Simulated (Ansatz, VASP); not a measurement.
## Cl in VASP and in Ansatz

INCAR

```
PREC = Accurate ; ENCUT = 600
EDIFF = 1E-7 ; ISMEAR = -1
SIGMA = 0.05 ; LREAL = F
LASPH = T ; NELM = 100
ALGO = Normal ; ISIF = 3
LWAVE = F ; LCHARG = F
GGA = PS ; IBRION = 2
NSW = 80 ; EDIFFG = -0.01
```

The input KPOINTS:

```
regular mesh
0
Gamma
  7 7 4
```

POSCAR

```
Cl
1.0
    3.1450000000     -2.2500000000      0.0000000000
    3.1450000000      2.2500000000      0.0000000000
    0.0000000000      0.0000000000      8.2100000000
Cl
4
Direct
    0.3700000000      0.6300000000      0.4000000000
    0.1300000000      0.8700000000      0.9000000000
    0.6300000000      0.3700000000      0.6000000000
    0.8700000000      0.1300000000      0.1000000000
```

The input input.yaml:

```yaml
crystal:
  lattice:
    - [3.145, -2.25, 0.0]
    - [3.145, 2.25, 0.0]
    - [0.0, 0.0, 8.21]
  atoms:
    - { symbol: Cl, position: [0.37, 0.63, 0.4] }
    - { symbol: Cl, position: [0.13, 0.87, 0.9] }
    - { symbol: Cl, position: [0.63, 0.37, 0.6] }
    - { symbol: Cl, position: [0.87, 0.13, 0.1] }
kpoints:
  mp_grid: { grid: [7, 7, 4] }
scf:
  occupations: { method: fermi_dirac, width: 0.05 }
hamiltonian:
  xc: pbesol
  pseudopotentials: { kind: all_electron, lapw: { basis_error: 0.002 } }
output:
  forces: true
  stress: true
relax:
  f_tol: 0.01
  max_steps: 60
  cell: {}
```

Alike in both runs: task relaxation of cell and atoms; functional PBEsol; k mesh 7 × 7 × 4; occupations fermi-dirac, width 0.05 eV; no spin polarisation.

```csv
,VASP,Ansatz
version,VASP 6.6.1,Ansatz 0.2.0
potentials or method,"VASP PAW PBE potentials, release 64 (Cl), cutoff 600 eV","all-electron LAPW, scalar-relativistic"
```

|  | VASP | Ansatz | Ansatz less VASP |
| --- | --- | --- | --- |
| relaxed volume (Å³/atom) | 26.80 | 26.97 | +0.171 |
| relaxed length of the cell vector where the two differ most in proportion (Å) | 3.934 | 3.975 | +0.0417 |

VASP's potentials were made for PBE, not for PBEsol. Ansatz ran all-electron here, and VASP with PAW potentials.
